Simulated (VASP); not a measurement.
Here is a VASP 6.6.1 calculation.

Contents of INCAR:

```
SYSTEM = InGa2N3
PREC = Accurate ; ENCUT = 520
EDIFF = 1E-6 ; ISMEAR = 0
SIGMA = 0.1 ; LREAL = .False.
LASPH = .True. ; NELM = 150
ALGO = Normal ; ISIF = 2
LWAVE = .False. ; LCHARG = .False.
ISPIN = 2 ; MAGMOM = 0 0 0 1 1 1
LORBIT = 11 ; GGA = PE
NBANDS = 40
```

File KPOINTS:

```
regular mesh
0
Gamma
  6 6 4
  0 0 0
```

The input POSCAR:

```
InGa2N3
1.0
    3.3515989800      0.0000000000      0.0000000000
    0.0000000000      3.3515989800      0.0000000000
    0.0000000000      0.0000000000      7.4452746600
In Ga N
1 2 3
Direct
    0.5000000000      0.5000000000      0.0000000000
    0.5000000000      0.0000000000      0.7398749000
    0.0000000000      0.5000000000      0.2601251000
    0.5000000000      0.0000000000      0.3835413500
    0.0000000000      0.5000000000      0.6164586500
    0.0000000000      0.0000000000      0.0000000000
```

Potentials or basis: VASP PAW PBE potentials, release 64 (In_d, Ga_d, N).

Command:

```bash
$ cat potpaw_PBE.64/In_d/POTCAR potpaw_PBE.64/Ga_d/POTCAR potpaw_PBE.64/N/POTCAR > POTCAR
$ mpirun -np 1 vasp_std > vasp.out
```

Q: What does it give for the site moments?

A: In +0.02; Ga -0.02; N +0.54, -0.02 μB.

Q: Predict the pressure.

A: -4.3 GPa.

Forces in eV/Å, atoms in the order of the input:
```
In   0.000  0.000  0.000
Ga   0.000  0.000 -5.018
Ga   0.000  0.000  5.018
N    0.000  0.000 -1.137
N    0.000  0.000  1.137
N    0.000  0.000  0.000
```

Caveat: forces of over 1 eV/Å act on the atoms, so gaps and moduli don't describe the material at rest.
